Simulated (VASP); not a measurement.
Crystal: ZrP3.

```xyz
4
Lattice="4.0494 0.0000 0.0000 0.0000 4.0494 0.0000 0.0000 0.0000 4.0494" Properties=species:S:1:pos:R:3 pbc="T T T"
Zr    0.0000    0.0000    0.0000
P     0.0000    2.0247    2.0247
P     2.0247    0.0000    2.0247
P     2.0247    2.0247    0.0000
```

- Program: VASP 6.6.1
- Task: relaxation of cell and atoms
- Functional: PBE
- Potentials or basis: VASP PAW PBE potentials, release 64 (Zr_sv, P)
- Cutoff: 500 eV
- k mesh: 12 × 12 × 12
- Occupations: gaussian, width 0.1 eV
- Spin: no spin polarisation

At the start: pressure -2.8 GPa; volume 16.60 Å³/atom.

Q: How do energy, volume and symmetry change on relaxing?

A: Over 3 steps the energy falls by 4.0 meV/atom and the volume is 16.15 Å³/atom (-2.7 %); space group Pm-3m (No. 221, to 0.1 Å) before and after.

The path:
```
step  energy change (eV)  largest force (eV/Å)  pressure (GPa)  volume (Å³)
   1              0.0000                0.0000           -2.78        66.40
   2             -0.0112                0.0000            1.63        63.67
   3             -0.0159                0.0000            0.00        64.61
```

Final structure:
```
Zr P
1.0
     4.01271    0.00000    0.00000
     0.00000    4.01271    0.00000
     0.00000    0.00000    4.01271
Zr P
1 3
Cartesian
  0.0000 0.0000 0.0000
  0.0000 2.0064 2.0064
  2.0064 0.0000 2.0064
  2.0064 2.0064 0.0000
```
